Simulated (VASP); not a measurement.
Write the native input for VASP 6.6.1 that does the following.

```yaml
Task: single point
Functional: PBE
Potentials_or_basis: VASP PAW PBE potentials, release 64 (Si, Li_sv, Ga_d)
Cutoff: 520 eV
k_mesh: 3 × 3 × 6
Occupations: fermi-dirac, width 0.111 eV
Spin: no spin polarisation
Dipole_correction: no
Further_INCAR_settings: ALGO = Normal; EDIFF = 1e-06; NBANDS = 30
```

The structure of Li6GaSi2 lies in POSCAR:

```
Li6GaSi2
1.0
    3.3618310000      5.8228600000      0.0000000000
   -3.3618310000      5.8228600000      0.0000000000
    0.0000000000      0.0000000000      3.2995120000
Si Li Ga
2 6 1
Direct
    0.3333000000      0.3334000000      0.5000000000
    0.6667000000      0.6666000000      0.5000000000
    0.5996000000      0.4004000000      0.0000000000
    0.4004000000      0.0000000000      0.0000000000
    0.0000000000      0.5996000000      0.0000000000
    0.2418000000      0.7582000000      0.5000000000
    0.7582000000      0.0000000000      0.5000000000
    0.0000000000      0.2418000000      0.5000000000
    0.0000000000      0.0000000000      0.0000000000
```

The input as run:

INCAR

```
SYSTEM = Li6GaSi2
  PREC = Accurate
  ENCUT = 520
  EDIFF = 1E-6
  ISMEAR = -1
  SIGMA = 0.111
  LREAL = .False.
  LASPH = .True.
  NELM = 100
  ALGO = Normal
  ISIF = 2
  LWAVE = .False.
  LCHARG = .True.
  GGA = PE
  LELF = .True.
  LVHAR = .True.
  NBANDS = 30
```

KPOINTS

```
Automatic mesh
0
Gamma
  3 3 6
  0 0 0
```

Potentials or basis: VASP PAW PBE potentials, release 64 (Si, Li_sv, Ga_d).

Launch:

```console
$ cat potpaw_PBE.64/Si/POTCAR potpaw_PBE.64/Li_sv/POTCAR potpaw_PBE.64/Ga_d/POTCAR > POTCAR
$ mpirun -np 1 vasp_std > vasp.out
```

Results of the run:

```json
{"Largest force": "1.309 eV/Å"}
```

Caveat: forces of over 1 eV/Å act on the atoms, so gaps and moduli don't describe the material at rest.

Run time: 32 s on 1 thread of Intel(R) Xeon(R) 6975P-C (Granite Rapids), on a shared host, peak memory 0.26 GiB.
